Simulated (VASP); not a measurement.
Nb2C3:

```
Nb C
1.0
     3.78487    0.00000    0.00000
     0.00000    3.78487    0.00000
     0.00000    0.00000    4.72227
Nb C
2 3
Cartesian
  0.0000 0.0000 0.0000
  1.8924 1.8924 0.0000
  0.0000 1.8924 2.3611
  1.8924 0.0000 2.3611
  0.0000 0.0000 2.3611
```

The cell was generated, and may not be a known phase.

- Program: VASP 6.6.1
- Task: relaxation of cell and atoms
- Functional: PBE
- Potentials or basis: VASP PAW PBE potentials, release 64 (Nb_sv, C)
- Cutoff: 600 eV
- k mesh: 4 × 4 × 4
- Occupations: gaussian, width 0.1 eV
- Spin: no spin polarisation

At the start: pressure -18.7 GPa; volume 13.53 Å³/atom.

Question: How do energy, volume and symmetry change on relaxing?

Answer: Over 7 steps the energy falls by 366.4 meV/atom and the volume is 11.51 Å³/atom (-15.0 %); space group P4/mmm (No. 123, to 0.1 Å) before and after.

The path:
```
step  energy change (eV)  largest force (eV/Å)  pressure (GPa)  volume (Å³)
   1              0.0000                0.0000          -18.71        67.65
   2             -1.5724                0.0000           16.37        52.96
   3             -1.6256                0.0000            8.27        54.81
   4             -1.6847                0.0000            4.66        56.60
   5             -1.8012                0.0000            5.72        55.84
   6             -1.8165                0.0000           -3.73        58.77
   7             -1.8321                0.0000            0.00        57.53
```

Final structure:
```
Nb C
1.0
     3.80059    0.00000    0.00000
     0.00000    3.80059    0.00000
     0.00000    0.00000    3.98282
Nb C
2 3
Cartesian
  0.0000 0.0000 0.0000
  1.9003 1.9003 0.0000
  0.0000 1.9003 1.9914
  1.9003 0.0000 1.9914
  0.0000 0.0000 1.9914
```

Caveat: the k points lie up to 0.41 Å⁻¹ apart in the final cell, too coarse for converged energies and pressures of a metal; a cell axis changed by over 15 % at a fixed basis, so the end point is rough.
